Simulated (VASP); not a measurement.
# As (Pm-3m) in VASP: a series of runs

As is run at these levels: PBE; tasks: single point, relaxation of cell and atoms.

Program: VASP 6.6.1. These are calculated values, not measurements. Logs are shortened: lines on timing, memory, paths and dates and some standing lists are left out, and cuts for length are marked.

### Step 1. The cell of the first run

The structure is cubic, space group Pm-3m (No. 221). The conventional cell has a = 2.306 Å, b = 2.306 Å, c = 2.306 Å, α = 90.00°, β = 90.00°, γ = 90.00°. Within 3.0 Å of As (site symmetry m-3m) lie 6 As at 2.31 Å.

### Step 2. Single point, PBE

INCAR

```
  PREC = Accurate
  ENCUT = 520
  EDIFF = 1E-6
  ISMEAR = -1
  SIGMA = 0.05
  LREAL = F
  LASPH = T
  NELM = 60
  ALGO = Normal
  ISIF = 2
  LWAVE = F
  LCHARG = T
  GGA = PE
  LELF = T
  LVHAR = T
  NBANDS = 8
```

KPOINTS

```
Automatic mesh
0
Gamma
  16 16 16
```

POSCAR

```
As
1.0
    2.3057563296      0.0000000000      0.0000000000
    0.0000000000      2.3057563296      0.0000000000
    0.0000000000      0.0000000000      2.3057563296
As
1
Direct
    0.0000000000      0.0000000000      0.0000000000
```

Potentials or basis: VASP PAW PBE potentials, release 64 (As).

Started as:

```
$ cat potpaw_PBE.64/As/POTCAR > POTCAR
$ mpirun -np 1 vasp_std > vasp.out
```

OUTCAR:

```text
PREC = Accurate
   ENCUT = 520
   EDIFF = 1E-6
   ISMEAR = -1
   LREAL = F
   LASPH = T
   NELM = 60
   ISIF = 2
   GGA = PE

 ion  position               nearest neighbor table
   1  0.000  0.000  0.000-

  LATTYP: Found a simple cubic cell.
 ALAT       =     2.3057563296

  Lattice vectors:

 A1 = (   2.3057563296,   0.0000000000,   0.0000000000)
 A2 = (   0.0000000000,   2.3057563296,   0.0000000000)
 A3 = (   0.0000000000,   0.0000000000,   2.3057563296)

Analysis of symmetry for initial positions (statically):
=====================================================================
 Subroutine PRICEL returns:
 Original cell was already a primitive cell.

 Routine SETGRP: Setting up the symmetry group for a
 simple cubic supercell.

 Subroutine GETGRP returns: Found 48 space group operations
 (whereof 48 operations were pure point group operations)
 out of a pool of 48 trial point group operations.

The static configuration has the point symmetry O_h .

Analysis of symmetry for dynamics (positions and initial velocities):
=====================================================================
 Subroutine PRICEL returns:
 Original cell was already a primitive cell.

 Routine SETGRP: Setting up the symmetry group for a
 simple cubic supercell.

 Subroutine GETGRP returns: Found 48 space group operations
 (whereof 48 operations were pure point group operations)
 out of a pool of 48 trial point group operations.

The dynamic configuration has the point symmetry O_h .

 Subroutine INISYM returns: Found 48 space group operations
 (whereof 48 operations are pure point group operations),
 and found     1 'primitive' translations

----------------------------------------------------------------------------------------

                                     Primitive cell

  volume of cell :      12.2586

  direct lattice vectors                    reciprocal lattice vectors
     2.305756330  0.000000000  0.000000000     0.433697172  0.000000000  0.000000000
     0.000000000  2.305756330  0.000000000     0.000000000  0.433697172  0.000000000
     0.000000000  0.000000000  2.305756330     0.000000000  0.000000000  0.433697172

  length of vectors
     2.305756330  2.305756330  2.305756330     0.433697172  0.433697172  0.433697172

  position of ions in fractional coordinates (direct lattice)
     0.000000000  0.000000000  0.000000000

  ion indices of the primitive-cell ions
   primitive index   ion index
                 1           1

----------------------------------------------------------------------------------------

 KPOINTS: Automatic mesh

Automatic generation of k-mesh.
 Grid dimensions read from file:
 generate k-points for:   16   16   16

 Generating k-lattice:

  Cartesian coordinates                     Fractional coordinates (reciprocal lattice)
     0.027106073  0.000000000  0.000000000     0.062500000  0.000000000  0.000000000
     0.000000000  0.027106073  0.000000000     0.000000000  0.062500000  0.000000000
     0.000000000  0.000000000  0.027106073     0.000000000  0.000000000  0.062500000

  Length of vectors
     0.027106073  0.027106073  0.027106073

  Shift w.r.t. Gamma in fractional coordinates (k-lattice)
     0.000000000  0.000000000  0.000000000

 Subroutine IBZKPT returns following result:
 ===========================================

 Found    165 irreducible k-points:

 Following reciprocal coordinates:
            Coordinates               Weight
  0.000000  0.000000  0.000000      1.000000
  0.062500  0.000000  0.000000      6.000000
  0.125000  0.000000  0.000000      6.000000
  0.187500  0.000000  0.000000      6.000000
  0.250000  0.000000  0.000000      6.000000
  0.312500  0.000000  0.000000      6.000000
[... 16 lines left out ...]
  0.437500  0.125000  0.000000     24.000000
  0.500000  0.125000  0.000000     12.000000
 [... further k-points ...]
   k-points           NKPTS =    165   k-points in BZ     NKDIM =    165   number of bands    NBANDS=      8
   number of dos      NEDOS =    301   number of ions     NIONS =      1
   total plane-waves  NPLWV =   5832
   dimension x,y,z NGX =    18 NGY =   18 NGZ =   18
   dimension x,y,z NGXF=    36 NGYF=   36 NGZF=   36
   ions per type =               1
   NGX,Y,Z   is equivalent  to a cutoff of  12.98, 12.98, 12.98 a.u.
   NGXF,Y,Z  is equivalent  to a cutoff of  25.96, 25.96, 25.96 a.u.
 SYSTEM =  unknown system
   PREC   = accura    normal or accurate (medium, high low for compatibility)
   ISTART =      0    job   : 0-new  1-cont  2-samecut
   ICHARG =      2    charge: 1-file 2-atom 10-const
   ISPIN  =      1    spin polarized calculation?
   LNONCOLLINEAR =      F non collinear calculations
   LSORBIT =      F    spin-orbit coupling
   LASPH  =      T    aspherical Exc in radial PAW
   ENCUT  =  520.0 eV  38.22 Ry    6.18 a.u.   4.29  4.29  4.29*2*pi/ulx,y,z
   NELM   =     60;   NELMIN=  2; NELMDL= -5     # of ELM steps
   EDIFF  = 0.1E-05   stopping-criterion for ELM
   LREAL  =      F    real-space projection
   EDIFFG = 0.1E-04   stopping-criterion for IOM
   NSW    =      0    number of steps for IOM
   IBRION =     -1    ionic relax: 0-MD 1-quasi-New 2-CG
   NFREE  =      0    steps in history (QN), initial steepest desc. (CG)
   ISIF   =      2    stress and relaxation
   ISYM   =      2    0-nonsym 1-usesym 2-fastsym
   POTIM  = 0.5000    time-step for ionic-motion
   TEBEG  =    0.0;   TEEND  =   0.0 temperature during run
   PSTRESS=    0.0 pullay stress
   NELECT =       5.0000    total number of electrons
   NUPDOWN=      -1.0000    fix difference up-down
   EMIN   =  10.00;   EMAX   =-10.00  energy-range for DOS
   EFERMI =   0.00;   METHOD = LEGACY
   ISMEAR =    -1;   SIGMA  =   0.05  broadening in eV -4-tet -1-fermi 0-gaus
   EFERMI_NEDOS =   21; number of points for ismear=-14 and -15
   IALGO  =     38    algorithm
   IMIX   =      4    mixing-type and parameters
     AMIX     =   0.40;   BMIX     =  1.00
     AMIX_MAG =   1.60;   BMIX_MAG =  1.00
  volume/ion in A,a.u.               =      12.26        82.72
  Fermi-wavevector in a.u.,A,eV,Ry     =   1.214092  2.294300 20.055235  1.474018
  Thomas-Fermi vector in A             =   2.349522
   LORBIT       =      0    0 simple, 1 ext, 2 COOP (PROOUT), +10 PAW based schemes
   GGA     = PE    functional components
[... 5 lines left out ...]
 non-spin polarized calculation
  energy-cutoff  :      520.00
  volume of cell :       12.26
 maximum number of plane-waves:       342
 NGX is ok and might be reduce to    18
   NGX =  9   NGY =  9   NGZ =  9

 number of electron       5.0000001 magnetization

 Free energy of the ion-electron system (eV)
  ---------------------------------------------------
  ext. energy  EPLUGINS =         0.00000000
  ---------------------------------------------------
  free energy    TOTEN  =        -2.58992542 eV

  energy without entropy =       -2.58803504  energy(sigma->0) =       -2.58898023

 E-fermi :  13.1175     XC(G=0): -12.6513

 val. band max:       13.1144710102   @ k =   0.5000   0.4375   0.0000
 cond. band min:      13.1693057755   @ k =   0.2500   0.1875   0.1875
 fundamental gap:      0.0548347654
 Fermi energy:        13.1174816752

 k-point     1 :       0.0000    0.0000    0.0000
  band No.  band energies     occupation
      1      -7.8217      2.00000
      2      18.9330      0.00000
      3      18.9330      0.00000
      4      18.9330      0.00000
      5      21.7873      0.00000
      6      21.7873      0.00000
      7      28.1172      0.00000
      8      44.6753      0.00000

 k-point     2 :       0.0625    0.0000    0.0000
  band No.  band energies     occupation
      1      -7.7125      2.00000
      2      17.0375      0.00000
      3      19.0435      0.00000
      4      19.0435      0.00000
      5      21.8750      0.00000
      6      23.3862      0.00000
      7      28.6358      0.00000
      8      43.0203      0.00000

 k-point     3 :       0.1250    0.0000    0.0000
  band No.  band energies     occupation
      1      -7.3850      2.00000
      2      14.1990      0.00000
      3      19.3718      0.00000
      4      19.3718      0.00000
      5      22.1371      0.00000
      6      25.1139      0.00000
      7      30.4002      0.00000
      8      40.5534      0.00000

 k-point     4 :       0.1875    0.0000    0.0000
  band No.  band energies     occupation
      1      -6.8399      2.00000
      2      11.3684      2.00000
      3      19.9072      0.00000
      4      19.9072      0.00000
      5      22.5705      0.00000
      6      26.1727      0.00000
      7      33.2021      0.00000
      8      38.1109      0.00000

 k-point     5 :       0.2500    0.0000    0.0000
  band No.  band energies     occupation
      1      -6.0796      2.00000
      2       8.6742      2.00000
      3      20.6288      0.00000
      4      20.6288      0.00000
      5      23.1663      0.00000
      6      27.0011      0.00000
      7      35.8066      0.00000
      8      35.8066      0.00000
[... 177 lines left out ...]
 k-point    22 :       0.3750    0.1250    0.0000
  band No.  band energies     occupation
      1      -3.5293      2.00000
      2       4.3230      2.00000
      3      17.8375      0.00000
      4      22.8767      0.00000
      5      25.7192      0.00000
      6      27.5068      0.00000
      7      31.8559      0.00000
      8      32.2453      0.00000

 k-point    23 :       0.4375    0.1250    0.0000
  band No.  band energies     occupation
      1      -2.3017      2.00000
      2       2.4266      2.00000
      3      18.7496      0.00000
      4      23.7048      0.00000
      5      24.5532      0.00000
      6      28.2367      0.00000
      7      30.8899      0.00000
      8      31.2779      0.00000

 k-point    24 :       0.5000    0.1250    0.0000
  band No.  band energies     occupation
      1      -1.5667      2.00000
      2       1.4676      2.00000
      3      19.1828      0.00000
      4      23.9776      0.00000
      5      24.0680      0.00000
      6      28.8147      0.00000
      7      30.3510      0.00000
      8      30.7044      0.00000

 [... further k-points ...]
[... 5 lines left out ...]
  --------------------------------------------------------------------------------------
  -------------------------------------------------------------------------------------
  Total        9.4773065      9.4773065      9.4773065     -0.0000000      0.0000000      0.0000000
  in kB     1238.6690269   1238.6690269   1238.6690269     -0.0000000      0.0000000      0.0000000
  external PRESSURE =    1238.6690269 kB  Pullay stress =       0.0000000 kB

 VOLUME and BASIS-vectors are now :
 -----------------------------------------------------------------------------
  energy-cutoff  :      520.00
  volume of cell :       12.26
      direct lattice vectors                 reciprocal lattice vectors
     2.305756330  0.000000000  0.000000000     0.433697172  0.000000000  0.000000000
     0.000000000  2.305756330  0.000000000     0.000000000  0.433697172  0.000000000
     0.000000000  0.000000000  2.305756330     0.000000000  0.000000000  0.433697172

 POSITION                                       TOTAL-FORCE (eV/Angst)
 -----------------------------------------------------------------------------------
      0.00000      0.00000      0.00000         0.000000      0.000000      0.000000
 -----------------------------------------------------------------------------------
    total drift:                                0.000000      0.000000      0.000000

  FREE ENERGIE OF THE ION-ELECTRON SYSTEM (eV)
  ---------------------------------------------------
  free  energy   TOTEN  =        -2.5899254223 eV

  energy  without entropy=       -2.5880350364  energy(sigma->0) =       -2.58898023
```

Wall time 7.9 s (1 thread of Intel Xeon Platinum 8488C (Sapphire Rapids), shared host); peak memory 0.12 GiB.

Results:

| Property | Result |
| --- | --- |
| Free energy | -2.5899 eV |
| Pressure | 123.9 GPa |

### Step 3. Relaxation of cell and atoms, PBE, target pressure 120 GPa, at which the enthalpy is minimised

This run uses another cell than the first one, of 11.99 Å³/atom, 0.978 times its volume.

INCAR

```
SYSTEM = As
  PREC = Accurate
  ENCUT = 600
  EDIFF = 1E-7
  ISMEAR = -1
  SIGMA = 0.05
  LREAL = .False.
  LASPH = .True.
  NELM = 80
  ALGO = Normal
  ISIF = 3
  LWAVE = .False.
  LCHARG = .False.
  GGA = PE
  IBRION = 2
  NSW = 60
  EDIFFG = -0.005
  PSTRESS = 1200.0
```

KPOINTS

```
regular mesh
0
Gamma
  16 16 16
  0 0 0
```

POSCAR

```
As
1.0
    2.2886947030      0.0000000000      0.0000000000
    0.0000000000      2.2886947030      0.0000000000
    0.0000000000      0.0000000000      2.2886947030
As
1
Direct
    0.0000000000      0.0000000000      0.0000000000
```

Potentials or basis: VASP PAW PBE potentials, release 64 (As).

Started as:

```
$ cat potpaw_PBE.64/As/POTCAR > POTCAR
$ mpirun -np 1 vasp_std > vasp.out
```

Wall time 16 s (1 thread of Intel Xeon Platinum 8488C (Sapphire Rapids), shared host); peak memory 0.13 GiB.

Results (log left out):

```
Free energy                                            : -2.6606 eV
Relaxed volume                                         : 12.35 Å³/atom
Relaxed cell                                           : a = 2.312 Å, b = 2.312 Å, c = 2.312 Å, α = 90.00°, β = 90.00°, γ = 90.00°
Space group after relaxing (to 0.05 Å)                 : Pm-3m (No. 221)
Energy change on relaxing (the enthalpy is what falls) : -289.1 meV/atom
Ionic steps                                            : 4
Pressure after relaxing                                : 120.0 GPa
```

The path:
```
step  energy change (eV)  largest force (eV/Å)  pressure (GPa)  volume (Å³)
   1              0.0000                0.0000          135.73        11.99
   2             -1.2941                0.0000           64.58        14.15
   3             -0.3068                0.0000          119.01        12.37
   4             -0.2891                0.0000          119.99        12.35
```

Final structure:
```cif
data_structure
_symmetry_space_group_name_H-M 'P 1'
_symmetry_Int_Tables_number 1
_cell_length_a 2.3115
_cell_length_b 2.3115
_cell_length_c 2.3115
_cell_angle_alpha 90.000
_cell_angle_beta 90.000
_cell_angle_gamma 90.000
_cell_volume 12.35
loop_
_atom_site_label
_atom_site_type_symbol
_atom_site_fract_x
_atom_site_fract_y
_atom_site_fract_z
_atom_site_occupancy
As1 As 0.00000 0.00000 0.00000 1
```

Levels at points of the mesh, in eV from the Fermi level:
```
           k point  band 1  band 2  band 3  band 4  band 5  band 6
(0.00, 0.00, 0.00)  -20.84    5.77    5.77    5.77    8.65    8.65
(0.50, 0.00, 0.00)  -15.07  -11.99   10.40   10.40   12.71   16.64
(0.50, 0.50, 0.00)   -8.62   -7.51   -7.51   -0.51   15.28   20.87
(0.50, 0.50, 0.50)   -3.20   -3.20   -3.20   -0.41    4.51    4.51
```

Caveat: the cell is relaxed towards a set pressure, so the enthalpy falls and the energy may rise.
